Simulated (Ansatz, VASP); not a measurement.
# Mn: VASP beside Ansatz

```xyz
1
Lattice="0.0000 1.8961 1.8961 1.8961 0.0000 1.8961 1.8961 1.8961 0.0000" Properties=species:S:1:pos:R:3 pbc="T T T"
Mn    0.0000    0.0000    0.0000
```

Alike in both runs: task single point; functional r2SCAN; k mesh 15 × 15 × 15; occupations fermi-dirac, width 0.05 eV; collinear spin.

|  | VASP | Ansatz |
| --- | --- | --- |
| version | VASP 6.6.1 | Ansatz 0.2.0 |
| potentials or method | VASP PAW PBE potentials, release 64 (Mn_pv), cutoff 520 eV | plane waves (500 eV) with PAW, scalar-relativistic |
| valence electrons in the cell | 13 | 15 |

|  | VASP | Ansatz | Ansatz less VASP |
| --- | --- | --- | --- |
| pressure (GPa) | 13.9 | 13.3 | -0.55 |
| net moment per atom (μB) | 3.64 | 3.64 | -0.004 |
| size of the moment on the site where the two differ most (μB) | 3.58 | 3.59 | +0.014 |

VASP's potentials were made for PBE, not for r2SCAN. Site moments also hang on the region over which each program counts them. With one functional, cell and mesh, what is left measures potentials, basis and numerics. VASP's potentials hold 13 valence electrons a cell and Ansatz's 15, so a difference there can come from the potentials and not from the codes. Ansatz's warnings: stability check not made.
